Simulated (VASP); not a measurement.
# IrSe4 (Cmmm) in VASP: notebook

The runs below take IrSe4 through single point, relaxation of cell and atoms, with PBE.

All numbers are computed with VASP 6.6.1; they aren't measurements. Logs are shortened: lines on timing, memory, paths and dates and some standing lists are left out, and cuts for length are marked.

### 1 The cell of the first run

It takes space group Cmmm (No. 65, orthorhombic). The conventional cell has a = 7.406 Å, b = 8.059 Å, c = 3.578 Å, α = 90.00°, β = 90.00°, γ = 90.00°. Within 3.2 Å of Ir (site symmetry mmm) lie 6 Se at 2.41 to 2.52 Å. Within 3.2 Å of Se (site symmetry m2m) lie 1 Ir at 2.41 Å and 4 Se at 3.08 Å. Within 3.3 Å of Se (site symmetry 2mm) lie 2 Ir at 2.52 Å and 4 Se at 3.08 Å.

### 2 Single point, PBE

The input, INCAR:

```
  ALGO = Normal
  EDIFF = 1E-6
  ENCUT = 520
  GGA = PE
  ISIF = 2
  ISMEAR = 0
  LASPH = True
  LCHARG = False
  LREAL = False
  LWAVE = False
  NBANDS = 24
  NELM = 80
  PREC = Accurate
  SIGMA = 0.1
```

The input, KPOINTS:

```
k-points
0
Gamma
  4 4 6
```

The input, POSCAR:

```
IrSe4
1.0
    3.7029204846     -4.0293164830      0.0000000000
    3.7029204846      4.0293164830      0.0000000000
    0.0000000000      0.0000000000      3.5777293621
Ir Se
1 4
Direct
    0.0000000000      0.0000000000      0.0000000000
    0.7004206163      0.2995793837      0.0000000000
    0.2995793837      0.7004206163      0.0000000000
    0.7599416933      0.7599416933      0.5000000000
    0.2400583067      0.2400583067      0.5000000000
```

Potentials or basis: VASP PAW PBE potentials, release 64 (Ir, Se).

Command:

```sh
> cat potpaw_PBE.64/Ir/POTCAR potpaw_PBE.64/Se/POTCAR > POTCAR
> mpirun -np 1 vasp_std > vasp.out
```

OUTCAR:

```text
EDIFF = 1E-6
   ENCUT = 520
   GGA = PE
   ISIF = 2
   ISMEAR = 0
   LASPH = True
   LREAL = False
   NELM = 80
   PREC = Accurate

 ion  position               nearest neighbor table
   1  0.000  0.000  0.000-   2 2.41   3 2.41   4 2.52   5 2.52   4 2.52   5 2.52
   2  0.700  0.300  0.000-   1 2.41
   3  0.300  0.700  0.000-   1 2.41
   4  0.760  0.760  0.500-   1 2.52   1 2.52
   5  0.240  0.240  0.500-   1 2.52   1 2.52

  LATTYP: Found a base centered orthorhombic cell.
 ALAT       =     7.4058409692
 B/A-ratio  =     1.0881455596
 C/A-ratio  =     0.4830956237

  Lattice vectors:

 A1 = (   3.7029204846,  -4.0293164830,   0.0000000000)
 A2 = (   3.7029204846,   4.0293164830,   0.0000000000)
 A3 = (   0.0000000000,   0.0000000000,   3.5777293621)

Analysis of symmetry for initial positions (statically):
=====================================================================
 Subroutine PRICEL returns:
 Original cell was already a primitive cell.

 Routine SETGRP: Setting up the symmetry group for a
 base centered orthorhombic supercell.

 Subroutine GETGRP returns: Found  8 space group operations
 (whereof  8 operations were pure point group operations)
 out of a pool of  8 trial point group operations.

The static configuration has the point symmetry D_2h.

Analysis of symmetry for dynamics (positions and initial velocities):
=====================================================================
 Subroutine PRICEL returns:
 Original cell was already a primitive cell.

 Routine SETGRP: Setting up the symmetry group for a
 base centered orthorhombic supercell.

 Subroutine GETGRP returns: Found  8 space group operations
 (whereof  8 operations were pure point group operations)
 out of a pool of  8 trial point group operations.

The dynamic configuration has the point symmetry D_2h.

 Subroutine INISYM returns: Found  8 space group operations
 (whereof  8 operations are pure point group operations),
 and found     1 'primitive' translations

----------------------------------------------------------------------------------------

                                     Primitive cell

  volume of cell :     106.7612

  direct lattice vectors                    reciprocal lattice vectors
     3.702920485 -4.029316483  0.000000000     0.135028554 -0.124090526  0.000000000
     3.702920485  4.029316483  0.000000000     0.135028554  0.124090526  0.000000000
     0.000000000  0.000000000  3.577729362     0.000000000  0.000000000  0.279506888

  length of vectors
     5.472386265  5.472386265  3.577729362     0.183388029  0.183388029  0.279506888

  position of ions in fractional coordinates (direct lattice)
     0.000000000  0.000000000  0.000000000
     0.700420616  0.299579384  0.000000000
     0.299579384  0.700420616  0.000000000
     0.759941693  0.759941693  0.500000000
     0.240058307  0.240058307  0.500000000

  ion indices of the primitive-cell ions
   primitive index   ion index
                 1           1
                 2           2
                 3           3
                 4           4
                 5           5

----------------------------------------------------------------------------------------

 KPOINTS: k-points

Automatic generation of k-mesh.
 Grid dimensions read from file:
 generate k-points for:    4    4    6

 Generating k-lattice:

  Cartesian coordinates                     Fractional coordinates (reciprocal lattice)
     0.033757139 -0.031022631  0.000000000     0.250000000  0.000000000  0.000000000
     0.033757139  0.031022631  0.000000000     0.000000000  0.250000000  0.000000000
     0.000000000  0.000000000  0.046584481     0.000000000  0.000000000  0.166666667

  Length of vectors
     0.045847007  0.045847007  0.046584481

  Shift w.r.t. Gamma in fractional coordinates (k-lattice)
     0.000000000  0.000000000  0.000000000

 Subroutine IBZKPT returns following result:
 ===========================================

 Found     28 irreducible k-points:

 Following reciprocal coordinates:
            Coordinates               Weight
  0.000000  0.000000  0.000000      1.000000
  0.250000  0.000000  0.000000      4.000000
  0.500000  0.000000  0.000000      2.000000
  0.250000  0.250000  0.000000      2.000000
  0.500000  0.250000  0.000000      4.000000
 -0.250000  0.250000  0.000000      2.000000
[... 16 lines left out ...]
  0.250000  0.000000  0.500000      4.000000
  0.500000  0.000000  0.500000      2.000000
 [... further k-points ...]
   k-points           NKPTS =     28   k-points in BZ     NKDIM =     28   number of bands    NBANDS=     24
   number of dos      NEDOS =    301   number of ions     NIONS =      5
   total plane-waves  NPLWV =  49392
   dimension x,y,z NGX =    42 NGY =   42 NGZ =   28
   dimension x,y,z NGXF=    84 NGYF=   84 NGZF=   56
   ions per type =               1   4
   NGX,Y,Z   is equivalent  to a cutoff of  12.76, 12.76, 13.01 a.u.
   NGXF,Y,Z  is equivalent  to a cutoff of  25.52, 25.52, 26.02 a.u.
 SYSTEM =  unknown system
   PREC   = accura    normal or accurate (medium, high low for compatibility)
   ISTART =      0    job   : 0-new  1-cont  2-samecut
   ICHARG =      2    charge: 1-file 2-atom 10-const
   ISPIN  =      1    spin polarized calculation?
   LNONCOLLINEAR =      F non collinear calculations
   LSORBIT =      F    spin-orbit coupling
   LASPH  =      T    aspherical Exc in radial PAW
   ENCUT  =  520.0 eV  38.22 Ry    6.18 a.u.  10.18 10.18  6.65*2*pi/ulx,y,z
   NELM   =     80;   NELMIN=  2; NELMDL= -5     # of ELM steps
   EDIFF  = 0.1E-05   stopping-criterion for ELM
   LREAL  =      F    real-space projection
   EDIFFG = 0.1E-04   stopping-criterion for IOM
   NSW    =      0    number of steps for IOM
   IBRION =     -1    ionic relax: 0-MD 1-quasi-New 2-CG
   NFREE  =      0    steps in history (QN), initial steepest desc. (CG)
   ISIF   =      2    stress and relaxation
   ISYM   =      2    0-nonsym 1-usesym 2-fastsym
   POTIM  = 0.5000    time-step for ionic-motion
   TEBEG  =    0.0;   TEEND  =   0.0 temperature during run
   PSTRESS=    0.0 pullay stress
   NELECT =      33.0000    total number of electrons
   NUPDOWN=      -1.0000    fix difference up-down
   EMIN   =  10.00;   EMAX   =-10.00  energy-range for DOS
   EFERMI =   0.00;   METHOD = LEGACY
   ISMEAR =     0;   SIGMA  =   0.10  broadening in eV -4-tet -1-fermi 0-gaus
   EFERMI_NEDOS =   21; number of points for ismear=-14 and -15
   IALGO  =     38    algorithm
   IMIX   =      4    mixing-type and parameters
     AMIX     =   0.40;   BMIX     =  1.00
     AMIX_MAG =   1.60;   BMIX_MAG =  1.00
  volume/ion in A,a.u.               =      21.35       144.09
  Fermi-wavevector in a.u.,A,eV,Ry     =   1.106900  2.091738 16.670234  1.225228
  Thomas-Fermi vector in A             =   2.243407
   LORBIT       =      0    0 simple, 1 ext, 2 COOP (PROOUT), +10 PAW based schemes
   GGA     = PE    functional components
   LHFCALC =     F    Hartree Fock is set to
   AEXX    =    0.0000 exact exchange contribution
   IVDW    =     0    specifies the selected vdW correction
   LEPSILON=     F    determine dielectric tensor
   LRPA    =     F    only Hartree local field effects (RPA)
 non-spin polarized calculation
 Gauss-broadening in eV      SIGMA  =   0.10
  energy-cutoff  :      520.00
  volume of cell :      106.76
 maximum number of plane-waves:      2898
 NGX is ok and might be reduce to    42
   NGX = 21   NGY = 21   NGZ = 13

 number of electron      33.0000004 magnetization

 Free energy of the ion-electron system (eV)
  ---------------------------------------------------
  ext. energy  EPLUGINS =         0.00000000
  ---------------------------------------------------
  free energy    TOTEN  =       -22.21322965 eV

  energy without entropy =      -22.19634790  energy(sigma->0) =      -22.20478878

 E-fermi :   4.7144     XC(G=0): -10.4019

 val. band max:        4.6818225641   @ k =  -0.2500   0.2500   0.3333
 cond. band min:       4.7206078213   @ k =  -0.2500   0.2500   0.1667
 fundamental gap:      0.0387852572
 Fermi energy:         4.7144058826

 k-point     1 :       0.0000    0.0000    0.0000
  band No.  band energies     occupation
      1     -10.2939      2.00000
      2      -8.2175      2.00000
      3      -7.7203      2.00000
      4      -7.2781      2.00000
      5      -2.1545      2.00000
      6      -1.0896      2.00000
[... 16 lines left out ...]
     23      10.5510      0.00000
     24      11.1208      0.00000

 k-point     2 :       0.2500    0.0000    0.0000
  band No.  band energies     occupation
      1     -10.0596      2.00000
      2      -8.5883      2.00000
      3      -7.8588      2.00000
      4      -7.2238      2.00000
      5      -1.6257      2.00000
      6      -0.5316      2.00000
[... 16 lines left out ...]
     23      10.7171      0.00000
     24      11.5974      0.00000

 k-point     3 :       0.5000    0.0000    0.0000
  band No.  band energies     occupation
      1      -9.4362      2.00000
      2      -9.3835      2.00000
      3      -7.9207      2.00000
      4      -7.1786      2.00000
      5      -1.0544      2.00000
      6      -0.2546      2.00000
[... 16 lines left out ...]
     23      11.0258      0.00000
     24      12.0915      0.00000

 k-point     4 :       0.2500    0.2500    0.0000
  band No.  band energies     occupation
      1      -9.7861      2.00000
      2      -8.8693      2.00000
      3      -7.9592      2.00000
      4      -7.3119      2.00000
      5      -1.0992      2.00000
      6      -0.7541      2.00000
[... 16 lines left out ...]
     23      10.8509      0.00000
     24      12.3521      0.00000

 k-point     5 :       0.5000    0.2500    0.0000
  band No.  band energies     occupation
      1      -9.4108      2.00000
      2      -9.0927      2.00000
      3      -8.0662      2.00000
      4      -7.5988      2.00000
      5      -1.0852      2.00000
      6      -0.2291      2.00000
[... 16 lines left out ...]
     23      11.6835      0.00000
     24      12.5308      0.00000

 k-point     6 :      -0.2500    0.2500    0.0000
  band No.  band energies     occupation
      1      -9.8988      2.00000
      2      -8.3546      2.00000
      3      -8.2174      2.00000
      4      -7.5281      2.00000
      5      -1.1384      2.00000
      6      -0.2949      2.00000
[... 16 lines left out ...]
     23      11.3415      0.00000
     24      11.5134      0.00000
[... 379 lines left out ...]
 k-point    21 :       0.5000    0.5000    0.3333
  band No.  band energies     occupation
      1      -8.5940      2.00000
      2      -8.3279      2.00000
      3      -8.0541      2.00000
      4      -7.7425      2.00000
      5      -1.4915      2.00000
      6      -0.8042      2.00000
[... 16 lines left out ...]
     23      11.3803      0.00000
     24      11.4846      0.00000

 k-point    22 :       0.0000    0.0000    0.5000
  band No.  band energies     occupation
      1      -8.4648      2.00000
      2      -8.4020      2.00000
      3      -8.1204      2.00000
      4      -7.2486      2.00000
      5      -1.1681      2.00000
      6      -0.0560      2.00000
[... 16 lines left out ...]
     23      11.1008      0.00000
     24      14.4891      0.00000

 k-point    23 :       0.2500    0.0000    0.5000
  band No.  band energies     occupation
      1      -8.3781      2.00000
      2      -8.3051      2.00000
      3      -8.1196      2.00000
      4      -7.4467      2.00000
      5      -1.1794      2.00000
      6      -0.5370      2.00000
[... 16 lines left out ...]
     23      12.0734      0.00000
     24      13.0424      0.00000

 k-point    24 :       0.5000    0.0000    0.5000
  band No.  band energies     occupation
      1      -8.3526      2.00000
      2      -8.1203      2.00000
      3      -7.9317      2.00000
      4      -7.8575      2.00000
      5      -1.4725      2.00000
      6      -0.9148      2.00000
[... 16 lines left out ...]
     23      12.1199      0.00000
     24      12.2534      0.00000

 [... further k-points ...]
[... 5 lines left out ...]
  --------------------------------------------------------------------------------------
  -------------------------------------------------------------------------------------
  Total        0.0973854      0.0712889      0.2487649      0.0000000      0.0000000      0.0000000
  in kB        1.4614743      1.0698415      3.7332445      0.0000000      0.0000000      0.0000000
  external PRESSURE =       2.0881868 kB  Pullay stress =       0.0000000 kB

 VOLUME and BASIS-vectors are now :
 -----------------------------------------------------------------------------
  energy-cutoff  :      520.00
  volume of cell :      106.76
      direct lattice vectors                 reciprocal lattice vectors
     3.702920485 -4.029316483  0.000000000     0.135028554 -0.124090526  0.000000000
     3.702920485  4.029316483  0.000000000     0.135028554  0.124090526  0.000000000
     0.000000000  0.000000000  3.577729362     0.000000000  0.000000000  0.279506888

 POSITION                                       TOTAL-FORCE (eV/Angst)
 -----------------------------------------------------------------------------------
      0.00000      0.00000      0.00000        -0.000000     -0.000000      0.000000
      3.70292     -1.61512      0.00000        -0.000000      0.057719      0.000000
      3.70292      1.61512      0.00000        -0.000000     -0.057719     -0.000000
      5.62801      0.00000      1.78886        -0.045627      0.000000      0.000000
      1.77783      0.00000      1.78886         0.045627      0.000000     -0.000000
 -----------------------------------------------------------------------------------
    total drift:                                0.000000     -0.000000     -0.000000

  FREE ENERGIE OF THE ION-ELECTRON SYSTEM (eV)
  ---------------------------------------------------
  free  energy   TOTEN  =       -22.2132296537 eV

  energy  without entropy=      -22.1963478964  energy(sigma->0) =      -22.20478878
```

It took 2.2 min on 1 thread of AMD EPYC, shared host; peak memory 0.21 GiB.

Results:

| Item | Value |
| --- | --- |
| Free energy | -22.2132 eV |
| Pressure | 0.2 GPa |
| Largest force | 0.058 eV/Å |

Forces on the atoms (eV/Å):
```
Ir   0.000  0.000  0.000
Se   0.000  0.058  0.000
Se   0.000 -0.058  0.000
Se  -0.046  0.000  0.000
Se   0.046  0.000  0.000
```

Caveat: spin-orbit coupling is left out, which moves the levels of the heavy elements.

### 3 Relaxation of cell and atoms, PBE

This run uses another cell than the first one, of 21.41 Å³/atom, 1.003 times its volume.

The input, INCAR:

```
SYSTEM = IrSe4
PREC = Accurate ; ENCUT = 600
EDIFF = 1E-7 ; ISMEAR = 0
SIGMA = 0.1 ; LREAL = .False.
LASPH = .True. ; NELM = 80
ALGO = Normal ; ISIF = 3
LWAVE = .False. ; LCHARG = .False.
GGA = PE ; IBRION = 2
NSW = 90 ; EDIFFG = -0.04
```

The input, KPOINTS:

```
Automatic mesh
0
Gamma
  4 4 6
  0 0 0
```

The input, POSCAR:

```
IrSe4
1.0
    3.7294626191     -4.0228123558      0.0000000000
    3.7294626191      4.0228123558      0.0000000000
    0.0000000000      0.0000000000      3.5674257732
Ir Se
1 4
Direct
    0.0000000000      0.0000000000      0.0000000000
    0.6989785524      0.3010214476      0.0000000000
    0.3010214476      0.6989785524      0.0000000000
    0.7618750103      0.7618750103      0.5000000000
    0.2381249897      0.2381249897      0.5000000000
```

Potentials or basis: VASP PAW PBE potentials, release 64 (Ir, Se).

Command:

```sh
> cat potpaw_PBE.64/Ir/POTCAR potpaw_PBE.64/Se/POTCAR > POTCAR
> mpirun -np 1 vasp_std > vasp.out
```

It took 6.6 min on 1 thread of AMD EPYC, shared host; peak memory 0.26 GiB.

The run converged. Its results:

```yaml
Free_energy: -22.2136 eV
Relaxed_volume: 21.41 Å³/atom
Relaxed_cell: a = 5.471 Å, b = 5.471 Å, c = 3.585 Å, α = 90.00°, β = 90.00°, γ = 94.29°
Space_group_after_relaxing_to_0.05_Å: Cmmm (No. 65)
Energy_gained_by_relaxing: 0.3 meV/atom
Ionic_steps: 4
Pressure_after_relaxing: 0.0 GPa
Largest_force_after_relaxing: 0.036 eV/Å
```

Forces on the atoms (eV/Å):
```
Ir   0.000  0.000  0.000
Se   0.000  0.036  0.000
Se   0.000 -0.036  0.000
Se  -0.025  0.000  0.000
Se   0.025  0.000  0.000
```

Stress tensor (GPa, compression positive):
```
-0.28  0.00  0.00
 0.00  0.20  0.00
 0.00  0.00  0.03
```

Step by step:
```tsv
step	energy change (eV)	largest force (eV/Å)	pressure (GPa)	volume (Å³)
1	0.0000	0.0771	0.10	107.04
2	-0.0009	0.0314	-0.15	107.26
3	-0.0010	0.0172	-0.22	107.32
4	-0.0017	0.0358	-0.01	107.03
```

Final structure:
```
CELL_PARAMETERS angstrom
3.72138 -4.01095 0.00000
3.72138 4.01095 0.00000
0.00000 0.00000 3.58514
ATOMIC_POSITIONS crystal
Ir 0.00000 0.00000 0.00000
Se 0.69920 0.30080 0.00000
Se 0.30080 0.69920 0.00000
Se 0.76080 0.76080 0.50000
Se 0.23920 0.23920 0.50000
```

Levels at points of the mesh, in eV from the Fermi level:
```csv
k point,band 14,band 15,band 16,band 17,band 18,band 19,band 20
"(0.00, 0.00, 0.00)",-1.04,0.86,1.16,1.22,1.32,1.41,2.38
"(0.50, 0.00, 0.00)",-1.03,-0.21,-0.08,-0.04,0.18,1.04,3.16
"(0.50, 0.50, 0.00)",-1.53,-1.26,-0.99,-0.26,0.72,1.36,1.68
"(0.00, 0.00, 0.50)",-2.10,-1.29,-1.25,-0.53,-0.33,1.10,1.20
"(0.50, 0.00, 0.50)",-1.22,-0.85,-0.56,-0.48,-0.44,-0.03,2.77
"(0.50, 0.50, 0.50)",-0.91,-0.85,0.17,0.24,0.38,0.98,2.85
```

Caveat: spin-orbit coupling is left out, which moves the levels of the heavy elements.

### 4 Single point, PBE, collinear spin, ferromagnetic start

This run uses another cell than the first one, of 21.41 Å³/atom, 1.003 times its volume.

The input, INCAR:

```
SYSTEM = IrSe4
PREC = Accurate
ENCUT = 520
EDIFF = 1E-7
ISMEAR = 0
SIGMA = 0.1
LREAL = .False.
LASPH = .True.
NELM = 150
ALGO = Normal
ISIF = 2
LWAVE = .False.
LCHARG = .False.
ISPIN = 2
MAGMOM = 1 0 0 0 0
LORBIT = 11
LMAXMIX = 4
GGA = PE
NBANDS = 28
```

The input, KPOINTS:

```
Automatic mesh
0
Gamma
  4 4 4
  0 0 0
```

POSCAR is that of step 3.

Command:

```sh
> cat potpaw_PBE.64/Ir/POTCAR potpaw_PBE.64/Se/POTCAR > POTCAR
> mpirun -np 1 vasp_std > vasp.out
```

It took 4 min on 1 thread of AMD EPYC, shared host; peak memory 0.27 GiB.

The run converged. Its results:

| Property | Result |
| --- | --- |
| Free energy | -22.2329 eV |
| Pressure | 0.1 GPa |
| Largest force | 0.042 eV/Å |
| Net moment | 0.00 μB per cell |
| Valence electrons inside the program's atomic spheres | Ir 8.37; Se 3.70, 3.69 |

Forces on the atoms (eV/Å):
```
Ir   0.000  0.000  0.000
Se   0.000  0.042  0.000
Se   0.000 -0.042  0.000
Se  -0.032  0.000  0.000
Se   0.032  0.000  0.000
```

Stress tensor (GPa, compression positive):
```
0.07 0.00 0.00
0.00 0.19 0.00
0.00 0.00 0.12
```

Levels at points of the mesh, in eV from the Fermi level:
Spin up:
```
           k point  band 15  band 16  band 17  band 18  band 19  band 20
(0.00, 0.00, 0.00)     0.76     1.04     1.07     1.17     1.27     2.29
(0.50, 0.00, 0.00)    -0.36    -0.17    -0.16     0.10     0.89     3.05
(0.50, 0.50, 0.00)    -1.40    -1.14    -0.34     0.62     1.22     1.53
(0.00, 0.00, 0.50)    -1.43    -1.38    -0.68    -0.48     0.95     1.05
(0.50, 0.00, 0.50)    -1.01    -0.72    -0.63    -0.56    -0.21     2.67
(0.50, 0.50, 0.50)    -0.98     0.01     0.06     0.20     0.82     2.76
```
Spin down:
```csv
k point,band 13,band 14,band 15,band 16,band 17,band 18,band 19,band 20,band 21,band 22
"(0.00, 0.00, 0.00)",-2.34,-1.17,0.76,1.04,1.07,1.17,1.27,2.29,2.41,4.98
"(0.50, 0.00, 0.00)",-1.61,-1.16,-0.36,-0.17,-0.16,0.10,0.89,3.05,3.80,5.88
"(0.50, 0.50, 0.00)",-1.88,-1.62,-1.40,-1.14,-0.34,0.62,1.22,1.53,2.14,6.29
"(0.00, 0.00, 0.50)",-2.67,-2.25,-1.43,-1.38,-0.68,-0.48,0.95,1.05,2.60,6.13
"(0.50, 0.00, 0.50)",-2.75,-1.35,-1.01,-0.72,-0.63,-0.56,-0.21,2.67,3.34,6.70
"(0.50, 0.50, 0.50)",-1.37,-1.08,-0.98,0.01,0.06,0.20,0.82,2.76,3.10,4.70
```

Caveat: the k points lie up to 0.44 Å⁻¹ apart; spin-orbit coupling is left out, which moves the levels of the heavy elements.

[end of part 1 of 2]
